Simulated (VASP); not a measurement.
# TiO2 (P4_2nm) in VASP: notebook

Runs on TiO2. Level: PBEsol. Tasks: single point.

All numbers are computed with VASP 6.6.1; they aren't measurements. Logs are shortened: lines on timing, memory, paths and dates and some standing lists are left out, and cuts for length are marked.

**1. The cell of the first run**

Symmetry: P4_2nm, No. 102, tetragonal system. The conventional cell has a = 4.591 Å, b = 4.591 Å, c = 2.939 Å, α = 90.00°, β = 90.00°, γ = 90.00°. Within 2.5 Å of Ti (site symmetry 2mm) lie 6 O at 1.85 to 2.04 Å. O (site symmetry m) has 3 Ti at 1.85 to 2.04 Å within 2.5 Å.

**2. Single point, PBEsol (all Ti atoms moved +0.125 Å, as atom 1 along Cartesian [0 0 1])**

The input, INCAR:

```
SYSTEM = TiO2
PREC = Accurate
ENCUT = 520
EDIFF = 1E-7
ISMEAR = 0
SIGMA = 0.05
LREAL = .False.
LASPH = .True.
NELM = 80
ALGO = Normal
ISIF = 2
LWAVE = .False.
LCHARG = .False.
GGA = PS
NBANDS = 33
```

The input, KPOINTS:

```
regular mesh
0
Gamma
  6 6 10
  0 0 0
```

The input, POSCAR:

```
TiO2
1.0
    4.5912476203      0.0000000000      0.0000000000
    0.0000000000      4.5912476203      0.0000000000
    0.0000000000      0.0000000000      2.9389940195
Ti O
2 4
Direct
    0.0000000000      0.0000000000      0.0425315598
    0.5000000000      0.5000000000      0.5425315598
    0.3044387440      0.3044387440      0.0000000000
    0.1955612560      0.8044387440      0.5000000000
    0.6955612560      0.6955612560      0.0000000000
    0.8044387440      0.1955612560      0.5000000000
```

Potentials or basis: VASP PAW PBE potentials, release 64 (Ti_sv, O).

Run with:

```
$ cat potpaw_PBE.64/Ti_sv/POTCAR potpaw_PBE.64/O/POTCAR > POTCAR
$ mpirun -np 1 vasp_std > vasp.out
```

OUTCAR:

```text
SYSTEM = TiO2
   PREC = Accurate
   ENCUT = 520
   EDIFF = 1E-7
   ISMEAR = 0
   LREAL = .False.
   LASPH = .True.
   NELM = 80
   ISIF = 2
   GGA = PS

 ion  position               nearest neighbor table
   1  0.000  0.000  0.043-   4 1.85   6 1.85   5 1.98   3 1.98   4 2.04   6 2.04
   2  0.500  0.500  0.543-   3 1.85   5 1.85   4 1.98   6 1.98   3 2.04   5 2.04
   3  0.304  0.304  0.000-   2 1.85   1 1.98   2 2.04
   4  0.196  0.804  0.500-   1 1.85   2 1.98   1 2.04
   5  0.696  0.696  0.000-   2 1.85   1 1.98   2 2.04
   6  0.804  0.196  0.500-   1 1.85   2 1.98   1 2.04

  LATTYP: Found a simple tetragonal cell.
 ALAT       =     4.5912476203
 C/A-ratio  =     0.6401297126

  Lattice vectors:

 A1 = (   4.5912476203,   0.0000000000,   0.0000000000)
 A2 = (   0.0000000000,   4.5912476203,   0.0000000000)
 A3 = (   0.0000000000,   0.0000000000,   2.9389940195)

Analysis of symmetry for initial positions (statically):
=====================================================================
 Subroutine PRICEL returns:
 Original cell was already a primitive cell.

 Routine SETGRP: Setting up the symmetry group for a
 simple tetragonal supercell.

 Subroutine GETGRP returns: Found  8 space group operations
 (whereof  4 operations were pure point group operations)
 out of a pool of 16 trial point group operations.

The static configuration has the point symmetry C_2v.
 The point group associated with its full space group is C_4v.

Analysis of symmetry for dynamics (positions and initial velocities):
=====================================================================
 Subroutine PRICEL returns:
 Original cell was already a primitive cell.

 Routine SETGRP: Setting up the symmetry group for a
 simple tetragonal supercell.

 Subroutine GETGRP returns: Found  8 space group operations
 (whereof  4 operations were pure point group operations)
 out of a pool of 16 trial point group operations.

The dynamic configuration has the point symmetry C_2v.
 The point group associated with its full space group is C_4v.

 Subroutine INISYM returns: Found  8 space group operations
 (whereof  4 operations are pure point group operations),
 and found     1 'primitive' translations

----------------------------------------------------------------------------------------

                                     Primitive cell

  volume of cell :      61.9527

  direct lattice vectors                    reciprocal lattice vectors
     4.591247620  0.000000000  0.000000000     0.217805721  0.000000000  0.000000000
     0.000000000  4.591247620  0.000000000     0.000000000  0.217805721  0.000000000
     0.000000000  0.000000000  2.938994019     0.000000000  0.000000000  0.340252479

  length of vectors
     4.591247620  4.591247620  2.938994019     0.217805721  0.217805721  0.340252479

  position of ions in fractional coordinates (direct lattice)
     0.000000000  0.000000000  0.042531560
     0.500000000  0.500000000  0.542531560
     0.304438744  0.304438744  0.000000000
     0.195561256  0.804438744  0.500000000
     0.695561256  0.695561256  0.000000000
     0.804438744  0.195561256  0.500000000

  ion indices of the primitive-cell ions
   primitive index   ion index
                 1           1
                 2           2
                 3           3
                 4           4
                 5           5
                 6           6

----------------------------------------------------------------------------------------

 KPOINTS: regular mesh

Automatic generation of k-mesh.
 Grid dimensions read from file:
 generate k-points for:    6    6   10

 Generating k-lattice:

  Cartesian coordinates                     Fractional coordinates (reciprocal lattice)
     0.036300954  0.000000000  0.000000000     0.166666667  0.000000000  0.000000000
     0.000000000  0.036300954  0.000000000     0.000000000  0.166666667  0.000000000
     0.000000000  0.000000000  0.034025248     0.000000000  0.000000000  0.100000000

  Length of vectors
     0.036300954  0.036300954  0.034025248

  Shift w.r.t. Gamma in fractional coordinates (k-lattice)
     0.000000000  0.000000000  0.000000000

 Subroutine IBZKPT returns following result:
 ===========================================

 Found     60 irreducible k-points:

 Following reciprocal coordinates:
            Coordinates               Weight
  0.000000  0.000000  0.000000      1.000000
  0.166667  0.000000  0.000000      4.000000
  0.333333  0.000000  0.000000      4.000000
  0.500000  0.000000  0.000000      2.000000
  0.166667  0.166667  0.000000      4.000000
  0.333333  0.166667  0.000000      8.000000
[... 16 lines left out ...]
  0.333333  0.000000  0.200000      8.000000
  0.500000  0.000000  0.200000      4.000000
 [... further k-points ...]
   k-points           NKPTS =     60   k-points in BZ     NKDIM =     60   number of bands    NBANDS=     33
   number of dos      NEDOS =    301   number of ions     NIONS =      6
   total plane-waves  NPLWV =  31104
   dimension x,y,z NGX =    36 NGY =   36 NGZ =   24
   dimension x,y,z NGXF=    72 NGYF=   72 NGZF=   48
   ions per type =               2   4
   NGX,Y,Z   is equivalent  to a cutoff of  13.04, 13.04, 13.58 a.u.
   NGXF,Y,Z  is equivalent  to a cutoff of  26.07, 26.07, 27.15 a.u.
 SYSTEM =  TiO2
   PREC   = accura    normal or accurate (medium, high low for compatibility)
   ISTART =      0    job   : 0-new  1-cont  2-samecut
   ICHARG =      2    charge: 1-file 2-atom 10-const
   ISPIN  =      1    spin polarized calculation?
   LNONCOLLINEAR =      F non collinear calculations
   LSORBIT =      F    spin-orbit coupling
   LASPH  =      T    aspherical Exc in radial PAW
   ENCUT  =  520.0 eV  38.22 Ry    6.18 a.u.   8.54  8.54  5.46*2*pi/ulx,y,z
   NELM   =     80;   NELMIN=  2; NELMDL= -5     # of ELM steps
   EDIFF  = 0.1E-06   stopping-criterion for ELM
   LREAL  =      F    real-space projection
   EDIFFG = 0.1E-05   stopping-criterion for IOM
   NSW    =      0    number of steps for IOM
   IBRION =     -1    ionic relax: 0-MD 1-quasi-New 2-CG
   NFREE  =      0    steps in history (QN), initial steepest desc. (CG)
   ISIF   =      2    stress and relaxation
   ISYM   =      2    0-nonsym 1-usesym 2-fastsym
   POTIM  = 0.5000    time-step for ionic-motion
   TEBEG  =    0.0;   TEEND  =   0.0 temperature during run
   PSTRESS=    0.0 pullay stress
   NELECT =      48.0000    total number of electrons
   NUPDOWN=      -1.0000    fix difference up-down
   EMIN   =  10.00;   EMAX   =-10.00  energy-range for DOS
   EFERMI =   0.00;   METHOD = LEGACY
   ISMEAR =     0;   SIGMA  =   0.05  broadening in eV -4-tet -1-fermi 0-gaus
   EFERMI_NEDOS =   21; number of points for ismear=-14 and -15
   IALGO  =     38    algorithm
   IMIX   =      4    mixing-type and parameters
     AMIX     =   0.40;   BMIX     =  1.00
     AMIX_MAG =   1.60;   BMIX_MAG =  1.00
  volume/ion in A,a.u.               =      10.33        69.68
  Fermi-wavevector in a.u.,A,eV,Ry     =   1.503610  2.841411 30.760636  2.260843
  Thomas-Fermi vector in A             =   2.614698
   LORBIT       =      0    0 simple, 1 ext, 2 COOP (PROOUT), +10 PAW based schemes
   GGA     = PS    functional components
   LHFCALC =     F    Hartree Fock is set to
   AEXX    =    0.0000 exact exchange contribution
   IVDW    =     0    specifies the selected vdW correction
   LEPSILON=     F    determine dielectric tensor
   LRPA    =     F    only Hartree local field effects (RPA)
 non-spin polarized calculation
 Gauss-broadening in eV      SIGMA  =   0.05
  energy-cutoff  :      520.00
  volume of cell :       61.95
 maximum number of plane-waves:      1696
 NGX is ok and might be reduce to    36
   NGX = 17   NGY = 17   NGZ = 11

 number of electron      48.0000020 magnetization

 Free energy of the ion-electron system (eV)
  ---------------------------------------------------
  ext. energy  EPLUGINS =         0.00000000
  ---------------------------------------------------
  free energy    TOTEN  =       -56.07473625 eV

  energy without entropy =      -56.07473625  energy(sigma->0) =      -56.07473625

 E-fermi :   5.0900     XC(G=0): -11.7317

 val. band max:        4.7210215520   @ k =   0.0000   0.0000   0.0000
 cond. band min:       6.8001273661   @ k =   0.5000   0.1667   0.5000
 fundamental gap:      2.0791058141
 Fermi energy:         5.0899982986

 k-point     1 :       0.0000    0.0000    0.0000
  band No.  band energies     occupation
      1     -51.7249      2.00000
      2     -51.7064      2.00000
      3     -28.1772      2.00000
      4     -28.1772      2.00000
      5     -27.9888      2.00000
      6     -27.9888      2.00000
[... 25 lines left out ...]
     32      11.4896      0.00000
     33      11.5011      0.00000

 k-point     2 :       0.1667    0.0000    0.0000
  band No.  band energies     occupation
      1     -51.7237      2.00000
      2     -51.7077      2.00000
      3     -28.1682      2.00000
      4     -28.1674      2.00000
      5     -28.0000      2.00000
      6     -27.9998      2.00000
[... 25 lines left out ...]
     32      11.3459      0.00000
     33      11.4786      0.00000

 k-point     3 :       0.3333    0.0000    0.0000
  band No.  band energies     occupation
      1     -51.7203      2.00000
      2     -51.7110      2.00000
      3     -28.1452      2.00000
      4     -28.1433      2.00000
      5     -28.0270      2.00000
      6     -28.0257      2.00000
[... 25 lines left out ...]
     32      10.9947      0.00000
     33      11.4850      0.00000

 k-point     4 :       0.5000    0.0000    0.0000
  band No.  band energies     occupation
      1     -51.7156      2.00000
      2     -51.7156      2.00000
      3     -28.1272      2.00000
      4     -28.1272      2.00000
      5     -28.0447      2.00000
      6     -28.0447      2.00000
[... 673 lines left out ...]
     32      10.7975      0.00000
     33      11.1329      0.00000

 k-point    23 :       0.3333    0.0000    0.2000
  band No.  band energies     occupation
      1     -51.7039      2.00000
      2     -51.6964      2.00000
      3     -28.1502      2.00000
      4     -28.1300      2.00000
      5     -28.0999      2.00000
      6     -28.0892      2.00000
[... 25 lines left out ...]
     32      10.3351      0.00000
     33      11.2911      0.00000

 k-point    24 :       0.5000    0.0000    0.2000
  band No.  band energies     occupation
      1     -51.7001      2.00000
      2     -51.7001      2.00000
      3     -28.1425      2.00000
      4     -28.1425      2.00000
      5     -28.0829      2.00000
      6     -28.0829      2.00000
[... 25 lines left out ...]
     32      10.0759      0.00000
     33      11.6646      0.00000

 [... further k-points ...]
[... 5 lines left out ...]
  --------------------------------------------------------------------------------------
  -------------------------------------------------------------------------------------
  Total        0.9751459      0.9751459      1.5511120      0.0000000      0.0000000      0.0000000
  in kB       25.2185474     25.2185474     40.1137813      0.0000000      0.0000000      0.0000000
  external PRESSURE =      30.1836254 kB  Pullay stress =       0.0000000 kB

 VOLUME and BASIS-vectors are now :
 -----------------------------------------------------------------------------
  energy-cutoff  :      520.00
  volume of cell :       61.95
      direct lattice vectors                 reciprocal lattice vectors
     4.591247620  0.000000000  0.000000000     0.217805721  0.000000000  0.000000000
     0.000000000  4.591247620  0.000000000     0.000000000  0.217805721  0.000000000
     0.000000000  0.000000000  2.938994019     0.000000000  0.000000000  0.340252479

 POSITION                                       TOTAL-FORCE (eV/Angst)
 -----------------------------------------------------------------------------------
      0.00000      0.00000      0.12500         0.000000      0.000000     -0.293547
      2.29562      2.29562      1.59450         0.000000      0.000000     -0.293547
      1.39775      1.39775      0.00000        -0.158405     -0.158405      0.146773
      0.89787      3.69338      1.46950         0.158405     -0.158405      0.146773
      3.19349      3.19349      0.00000         0.158405      0.158405      0.146773
      3.69338      0.89787      1.46950        -0.158405      0.158405      0.146773
 -----------------------------------------------------------------------------------
    total drift:                                0.000000      0.000000      0.000245

  FREE ENERGIE OF THE ION-ELECTRON SYSTEM (eV)
  ---------------------------------------------------
  free  energy   TOTEN  =       -56.0747362450 eV

  energy  without entropy=      -56.0747362450  energy(sigma->0) =      -56.07473625
```

Run time: 93 s. Hardware: 1 thread of Intel Xeon 6975P-C, shared host; peak memory 0.23 GiB.

Results:

| Quantity | Value |
| --- | --- |
| Free energy | -56.0747 eV |
| Pressure | 3.0 GPa |
| Largest force | 0.294 eV/Å |
| Band gap on the k mesh | 2.08 eV, indirect (least direct gap 2.30 eV) |

Forces in eV/Å, atoms in the order of the input:
```
Ti   0.000  0.000 -0.294
Ti   0.000  0.000 -0.294
O   -0.158 -0.158  0.147
O    0.158 -0.158  0.147
O    0.158  0.158  0.147
O   -0.158  0.158  0.147
```

Stress tensor (GPa, compression positive):
```
2.52 0.00 0.00
0.00 2.52 0.00
0.00 0.00 4.01
```

Caveat: the cell differs from its parent crystal (all Ti atoms moved +0.125 Å, as atom 1 along Cartesian [0 0 1]); the PAW data sets were made with another functional, which shifts forces and pressure a little. A k mesh can miss the band edges.

**3. Single point, PBEsol (all Ti atoms moved +0.062 Å, as atom 1 along Cartesian [0 0 1])**

The input, INCAR:

```
  ALGO = Normal
  EDIFF = 1E-7
  ENCUT = 520
  GGA = PS
  ISIF = 2
  ISMEAR = 0
  LASPH = T
  LCHARG = F
  LREAL = F
  LWAVE = F
  NBANDS = 33
  NELM = 100
  PREC = Accurate
  SIGMA = 0.05
```

The input, KPOINTS:

```
k-points
0
Gamma
  6 6 10
```

POSCAR, as its differences from that of step 2:

```diff
@@ -8,4 +8,4 @@
 Direct
-    0.0000000000      0.0000000000      0.0425315598
-    0.5000000000      0.5000000000      0.5425315598
+    0.0000000000      0.0000000000      0.0212657799
+    0.5000000000      0.5000000000      0.5212657799
     0.3044387440      0.3044387440      0.0000000000
```

Potentials or basis: VASP PAW PBE potentials, release 64 (Ti_sv, O).

Run with:

```
$ cat potpaw_PBE.64/Ti_sv/POTCAR potpaw_PBE.64/O/POTCAR > POTCAR
$ mpirun -np 1 vasp_std > vasp.out
```

It took 1.8 min on 1 thread of Intel Xeon 6975P-C, shared host; peak memory 0.24 GiB.

The run converged. Its results:

| Quantity | Value |
| --- | --- |
| Free energy | -56.0950 eV |
| Pressure | 1.3 GPa |
| Largest force | 0.080 eV/Å |
| Band gap on the k mesh | 1.94 eV, indirect (least direct gap 1.96 eV) |

Forces on the atoms (eV/Å):
```
Ti   0.000  0.000 -0.068
Ti   0.000  0.000 -0.068
O   -0.051 -0.051  0.034
O    0.051 -0.051  0.034
O    0.051  0.051  0.034
O   -0.051  0.051  0.034
```

Stress tensor (GPa, compression positive):
```
1.06 0.00 0.00
0.00 1.06 0.00
0.00 0.00 1.65
```

Levels at points of the mesh, in eV from the valence-band top:
| k point | band 21 | band 22 | band 23 | band 24 | band 25 | band 26 | band 27 | band 28 |
| --- | --- | --- | --- | --- | --- | --- | --- | --- |
| (0.00, 0.00, 0.00) | -0.74 | -0.49 | -0.49 | 0.00 | 1.96 | 2.20 | 2.47 | 2.61 |
| (0.50, 0.00, 0.00) | -1.61 | -1.61 | -0.75 | -0.75 | 2.48 | 2.48 | 3.20 | 3.20 |
| (0.50, 0.50, 0.00) | -1.33 | -1.33 | -1.10 | -1.10 | 1.98 | 1.98 | 2.62 | 2.62 |
| (0.00, 0.00, 0.50) | -2.42 | -2.42 | -1.43 | -1.43 | 3.04 | 3.04 | 3.29 | 3.29 |
| (0.50, 0.00, 0.50) | -2.06 | -2.06 | -1.06 | -1.06 | 1.94 | 1.94 | 3.31 | 3.31 |
| (0.50, 0.50, 0.50) | -1.44 | -1.17 | -0.66 | -0.66 | 2.42 | 2.87 | 3.26 | 3.26 |

Caveat: the cell differs from its parent crystal (all Ti atoms moved +0.062 Å, as atom 1 along Cartesian [0 0 1]); the PAW data sets were made with another functional, which shifts forces and pressure a little. A k mesh can miss the band edges.
